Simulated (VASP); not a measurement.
# Ru in VASP: notebook, part 2 of 2

VASP 6.6.1. The steps go on from the part before.

## 3. Single point, PBE

Input file INCAR:

```
SYSTEM = Ru
  PREC = Accurate
  ENCUT = 520
  EDIFF = 1E-6
  ISMEAR = -1
  SIGMA = 0.08
  LREAL = .False.
  LASPH = .True.
  NELM = 80
  ALGO = Normal
  ISIF = 2
  LWAVE = .False.
  LCHARG = .True.
  LDIPOL = .True.
  IDIPOL = 3
  DIPOL = 0.5 0.5 0.500
  GGA = PE
  LELF = .True.
  LVHAR = .True.
  LVACPOTAV = .True.
  NBANDS = 28
```

Input file KPOINTS:

```
Automatic mesh
0
Gamma
  14 14 1
  0 0 0
```

Input file POSCAR:

```
Ru
1.0
    2.7207384563      0.0000000000      0.0000000000
   -1.3603692282      2.3562286202      0.0000000000
    0.0000000000      0.0000000000     20.2961000000
Ru
3
Direct
    0.0000000000      0.0000000000      0.3980803413
    0.3333333333      0.6666666667      0.4999999983
    0.0000000000      0.0000000000      0.6019196604
```

Potentials or basis: VASP PAW PBE potentials, release 64 (Ru_pv).

Run with:

```sh
cat potpaw_PBE.64/Ru_pv/POTCAR > POTCAR
mpirun -np 1 vasp_std > vasp.out
```

OUTCAR:

```text
SYSTEM = Ru
   PREC = Accurate
   ENCUT = 520
   EDIFF = 1E-6
   ISMEAR = -1
   LREAL = .False.
   LASPH = .True.
   NELM = 80
   ISIF = 2
   GGA = PE

 ion  position               nearest neighbor table
   1  0.000  0.000  0.398-   2 2.60   2 2.60   2 2.60
   2  0.333  0.667  0.500-   1 2.60   1 2.60   1 2.60   3 2.60   3 2.60   3 2.60
   3  0.000  0.000  0.602-   2 2.60   2 2.60   2 2.60

  LATTYP: Found a hexagonal cell.
 ALAT       =     2.7207384563
 C/A-ratio  =     7.4597762063

  Lattice vectors:

 A1 = (   2.7207384563,   0.0000000000,   0.0000000000)
 A2 = (  -1.3603692282,   2.3562286202,   0.0000000000)
 A3 = (   0.0000000000,   0.0000000000,  20.2961000000)

Analysis of symmetry for initial positions (statically):
=====================================================================
 Subroutine PRICEL returns:
 Original cell was already a primitive cell.

 Routine SETGRP: Setting up the symmetry group for a
 hexagonal supercell.

 Subroutine GETGRP returns: Found 12 space group operations
 (whereof 12 operations were pure point group operations)
 out of a pool of 24 trial point group operations.

The static configuration has the point symmetry D_3h.
[... 162 lines left out ...]

 E-fermi :   0.6938     XC(G=0):  -5.4074

 val. band max:        0.6559734285   @ k =   0.1429  -0.0000   0.0000
 cond. band min:       0.7355885415   @ k =   0.2857  -0.0000   0.0000
 fundamental gap:      0.0796151129
 Fermi energy:         0.6937873667

 k-point     1 :       0.0000    0.0000    0.0000
  band No.  band energies     occupation
      1     -42.9953      2.00000
      2     -42.3128      2.00000
      3     -42.3128      2.00000
      4     -42.1178      2.00000
      5     -41.8570      2.00000
      6     -41.6493      2.00000
[... 733 lines left out ...]
     27       8.6752      0.00000
     28       9.4001      0.00000

------------------------ aborting loop because EDIFF is reached ----------------------------------------

  FORCE on cell =-STRESS in cart. coord.  units (eV):
  Direction    XX          YY          ZZ          XY          YZ          ZX
  --------------------------------------------------------------------------------------
  -------------------------------------------------------------------------------------
  Total       -2.4629664     -2.4629664      0.0121398      0.0000000      0.0000000      0.0000000
  in kB      -30.3285919    -30.3285919      0.1494880      0.0000000      0.0000000      0.0000000
  external PRESSURE =     -20.1692319 kB  Pullay stress =       0.0000000 kB

 VOLUME and BASIS-vectors are now :
 -----------------------------------------------------------------------------
  energy-cutoff  :      520.00
  volume of cell :      130.11
      direct lattice vectors                 reciprocal lattice vectors
     2.720738456  0.000000000  0.000000000     0.367547273  0.212203517  0.000000000
    -1.360369228  2.356228620  0.000000000     0.000000000  0.424407034  0.000000000
     0.000000000  0.000000000 20.296100000     0.000000000  0.000000000  0.049270550

 POSITION                                       TOTAL-FORCE (eV/Angst)
 -----------------------------------------------------------------------------------
      0.00000      0.00000      8.07948        -0.000000      0.000000     -0.011482
     -0.00000      1.57082     10.14805        -0.000000     -0.000000      0.000000
      0.00000      0.00000     12.21662         0.000000     -0.000000      0.011482
 -----------------------------------------------------------------------------------
    total drift:                                0.000000     -0.000000      0.000001

  FREE ENERGIE OF THE ION-ELECTRON SYSTEM (eV)
  ---------------------------------------------------
  free  energy   TOTEN  =       -25.7005846339 eV

  energy  without entropy=      -25.6368398061  energy(sigma->0) =      -25.66871222

 vacuum level on the upper side and lower side of the slab         5.649         5.649
```

OSZICAR:

```text
N       E                     dE             d eps       ncg     rms          rms(c)
DAV:   1     0.376424553970E+03    0.37642E+03   -0.26392E+04  1792   0.137E+03
DAV:   2    -0.188152450121E+02   -0.39524E+03   -0.38521E+03  1508   0.401E+02
DAV:   3    -0.275536166979E+02   -0.87384E+01   -0.83388E+01  1488   0.625E+01
DAV:   4    -0.277345780323E+02   -0.18096E+00   -0.18056E+00  1688   0.755E+00
[... 13 lines left out ...]
DAV:  18    -0.257005503859E+02   -0.10818E-04   -0.35280E-06  1012   0.481E-03    0.142E-03
DAV:  19    -0.257005706913E+02   -0.20305E-04   -0.10797E-06   892   0.248E-03    0.650E-04
DAV:  20    -0.257005790819E+02   -0.83907E-05   -0.43549E-07   952   0.120E-03    0.567E-04
DAV:  21    -0.257005840188E+02   -0.49369E-05   -0.44754E-07   968   0.881E-04    0.113E-04
DAV:  22    -0.257005846339E+02   -0.61505E-06   -0.35221E-08   900   0.429E-04
   1 F= -.25700585E+02 E0= -.25668712E+02  d E =-.637448E-01
```

stdout:

```text
POSCAR found type information on POSCAR Ru
 POSCAR found :  1 types and       3 ions
 scaLAPACK will be used
 LDA part: xc-table for (Slater+PW92), standard interpolation
 POSCAR, INCAR and KPOINTS ok, starting setup
 FFT: planning ... GRIDC
 FFT: planning ... GRID_SOFT
 FFT: planning ... GRID
 WAVECAR not read
 entering main loop
 -----------------------------------------------------------------------------
|                                                                             |
|           W    W    AA    RRRRR   N    N  II  N    N   GGGG   !!!           |
|           W    W   A  A   R    R  NN   N  II  NN   N  G    G  !!!           |
|           W    W  A    A  R    R  N N  N  II  N N  N  G       !!!           |
|           W WW W  AAAAAA  RRRRR   N  N N  II  N  N N  G  GGG   !            |
|           WW  WW  A    A  R   R   N   NN  II  N   NN  G    G                |
|           W    W  A    A  R    R  N    N  II  N    N   GGGG   !!!           |
|                                                                             |
|     Did not find any points to average over, which means that no vacuum     |
|     field-free region was found. Please increase the size of  your cell     |
|     in the dimension of the dipole correction to obtain accurate            |
|     workfunction values.                                                    |
|                                                                             |
 -----------------------------------------------------------------------------
```

It took 3 min on 1 thread of Intel Xeon 8259CL, shared host; peak memory 0.26 GiB.

What came out:

| Item | Value |
| --- | --- |
| Free energy | -25.7006 eV |
| Largest force | 0.011 eV/Å |
| Band gap on the k mesh | zero (bands 21 and 22 overlap by 2.08 eV) |

Forces in eV/Å, atoms in the order of the input:
```
Ru   0.000  0.000 -0.011
Ru   0.000  0.000  0.000
Ru   0.000  0.000  0.011
```

## 4. Single point, PBE

Input file INCAR:

```
PREC = Accurate
ENCUT = 520
EDIFF = 1E-7
ISMEAR = -1
SIGMA = 0.08
LREAL = F
LASPH = T
NELM = 60
ALGO = Normal
ISIF = 2
LWAVE = F
LCHARG = F
LDIPOL = T
IDIPOL = 3
DIPOL = 0.5 0.5 0.500
GGA = PE
NBANDS = 28
```

Input file KPOINTS:

```
regular mesh
0
Gamma
  14 14 1
```

POSCAR is that of step 3.

Run with:

```sh
cat potpaw_PBE.64/Ru_pv/POTCAR > POTCAR
mpirun -np 1 vasp_std > vasp.out
```

It took 2.9 min on 1 thread of Intel Xeon 8259CL, shared host; peak memory 0.27 GiB.

It converged, with:

```
Free energy            : -25.7006 eV
Largest force          : 0.011 eV/Å
Band gap on the k mesh : zero (bands 21 and 22 overlap by 2.08 eV)
```

Forces in eV/Å, atoms in the order of the input:
```
Ru   0.000  0.000 -0.011
Ru   0.000  0.000  0.000
Ru   0.000  0.000  0.011
```

Levels at points of the mesh, in eV from the Fermi level:
| k point | band 18 | band 19 | band 20 | band 21 | band 22 | band 23 | band 24 | band 25 |
| --- | --- | --- | --- | --- | --- | --- | --- | --- |
| (0.00, 0.00, 0.00) | -2.22 | -1.83 | -1.83 | -0.71 | -0.71 | -0.32 | 0.65 | 0.65 |
| (0.50, 0.00, 0.00) | -0.64 | -0.08 | 0.53 | 1.21 | 1.24 | 1.92 | 1.94 | 3.04 |

## 5. Single point, PBE

Input file INCAR:

```
PREC = Accurate
ENCUT = 520
EDIFF = 1E-6
ISMEAR = -1
SIGMA = 0.08
LREAL = False
LASPH = True
NELM = 100
ALGO = Normal
ISIF = 2
LWAVE = False
LCHARG = True
GGA = PE
LELF = True
LVHAR = True
NBANDS = 28
```

Input file KPOINTS:

```
Automatic mesh
0
Gamma
  14 14 1
```

POSCAR is that of step 4.

Potentials or basis: VASP PAW PBE potentials, release 64 (Ru_pv).

Run with:

```sh
cat potpaw_PBE.64/Ru_pv/POTCAR > POTCAR
mpirun -np 1 vasp_std > vasp.out
```

OUTCAR:

```text
PREC = Accurate
   ENCUT = 520
   EDIFF = 1E-6
   ISMEAR = -1
   LREAL = False
   LASPH = True
   NELM = 100
   ISIF = 2
   GGA = PE

 ion  position               nearest neighbor table
   1  0.000  0.000  0.398-   2 2.60   2 2.60   2 2.60
   2  0.333  0.667  0.500-   1 2.60   1 2.60   1 2.60   3 2.60   3 2.60   3 2.60
   3  0.000  0.000  0.602-   2 2.60   2 2.60   2 2.60

  LATTYP: Found a hexagonal cell.
 ALAT       =     2.7207384563
 C/A-ratio  =     7.4597762063

  Lattice vectors:

 A1 = (   2.7207384563,   0.0000000000,   0.0000000000)
 A2 = (  -1.3603692282,   2.3562286202,   0.0000000000)
 A3 = (   0.0000000000,   0.0000000000,  20.2961000000)

Analysis of symmetry for initial positions (statically):
=====================================================================
 Subroutine PRICEL returns:
 Original cell was already a primitive cell.

 Routine SETGRP: Setting up the symmetry group for a
 hexagonal supercell.

[... 160 lines left out ...]
  ext. energy  EPLUGINS =         0.00000000
  ---------------------------------------------------
  free energy    TOTEN  =       -25.70058463 eV

  energy without entropy =      -25.63683981  energy(sigma->0) =      -25.66871222

 E-fermi :   0.6938     XC(G=0):  -5.4074

 val. band max:        0.6559734271   @ k =   0.1429  -0.0000   0.0000
 cond. band min:       0.7355885399   @ k =   0.2857  -0.0000   0.0000
 fundamental gap:      0.0796151128
 Fermi energy:         0.6937873652

 k-point     1 :       0.0000    0.0000    0.0000
  band No.  band energies     occupation
      1     -42.9953      2.00000
      2     -42.3128      2.00000
      3     -42.3128      2.00000
      4     -42.1178      2.00000
      5     -41.8570      2.00000
      6     -41.6493      2.00000
[... 733 lines left out ...]
     27       8.6752      0.00000
     28       9.4001      0.00000

------------------------ aborting loop because EDIFF is reached ----------------------------------------

  FORCE on cell =-STRESS in cart. coord.  units (eV):
  Direction    XX          YY          ZZ          XY          YZ          ZX
  --------------------------------------------------------------------------------------
  -------------------------------------------------------------------------------------
  Total       -2.4629664     -2.4629664      0.0121399      0.0000000      0.0000000     -0.0000000
  in kB      -30.3285919    -30.3285919      0.1494883      0.0000000      0.0000000     -0.0000000
  external PRESSURE =     -20.1692318 kB  Pullay stress =       0.0000000 kB

 VOLUME and BASIS-vectors are now :
 -----------------------------------------------------------------------------
  energy-cutoff  :      520.00
  volume of cell :      130.11
      direct lattice vectors                 reciprocal lattice vectors
     2.720738456  0.000000000  0.000000000     0.367547273  0.212203517  0.000000000
    -1.360369228  2.356228620  0.000000000     0.000000000  0.424407034  0.000000000
     0.000000000  0.000000000 20.296100000     0.000000000  0.000000000  0.049270550

 POSITION                                       TOTAL-FORCE (eV/Angst)
 -----------------------------------------------------------------------------------
      0.00000      0.00000      8.07948        -0.000000      0.000000     -0.011482
     -0.00000      1.57082     10.14805         0.000000     -0.000000      0.000000
      0.00000      0.00000     12.21662        -0.000000     -0.000000      0.011482
 -----------------------------------------------------------------------------------
    total drift:                                0.000000     -0.000000      0.000001

  FREE ENERGIE OF THE ION-ELECTRON SYSTEM (eV)
  ---------------------------------------------------
  free  energy   TOTEN  =       -25.7005846338 eV

  energy  without entropy=      -25.6368398061  energy(sigma->0) =      -25.66871222
```

stdout:

```text
POSCAR found type information on POSCAR Ru
 POSCAR found :  1 types and       3 ions
 scaLAPACK will be used
 LDA part: xc-table for (Slater+PW92), standard interpolation
 POSCAR, INCAR and KPOINTS ok, starting setup
 FFT: planning ... GRIDC
 FFT: planning ... GRID_SOFT
 FFT: planning ... GRID
 WAVECAR not read
 entering main loop
```

Wall time 2.9 min (1 thread of Intel Xeon 8259CL, shared host); peak memory 0.27 GiB.

Results:

| Quantity | Value |
| --- | --- |
| Free energy | -25.7006 eV |
| Largest force | 0.011 eV/Å |
| Band gap on the k mesh | zero (bands 21 and 22 overlap by 2.08 eV) |

Forces on the atoms (eV/Å):
```
Ru   0.000  0.000 -0.011
Ru   0.000  0.000  0.000
Ru   0.000  0.000  0.011
```

Levels at points of the mesh, in eV from the Fermi level:
| k point | band 17 | band 18 | band 19 | band 20 | band 21 | band 22 | band 23 | band 24 | band 25 | band 26 |
| --- | --- | --- | --- | --- | --- | --- | --- | --- | --- | --- |
| (0.00, 0.00, 0.00) | -2.34 | -2.22 | -1.83 | -1.83 | -0.71 | -0.71 | -0.32 | 0.65 | 0.65 | 1.17 |
| (0.50, 0.00, 0.00) | -1.35 | -0.64 | -0.08 | 0.53 | 1.21 | 1.24 | 1.92 | 1.94 | 3.04 | 3.07 |

## 6. Summary

```tsv
cell	dipole correction	gap on the mesh (eV)	largest force (eV/Å)
as given, atomic positions A	yes	none	0.88
as given, atomic positions B	yes	none	0.01
as given, atomic positions B	no	none	0.01
```

Alike in all rows: task single point; level PBE; potentials or basis VASP PAW PBE potentials, release 64 (Ru_pv); no spin polarisation; k mesh 14 × 14 × 1; cutoff (eV) 520; smearing fermi-dirac 0.08 eV.

Absolute energies hang on the potentials; compare differences alone.
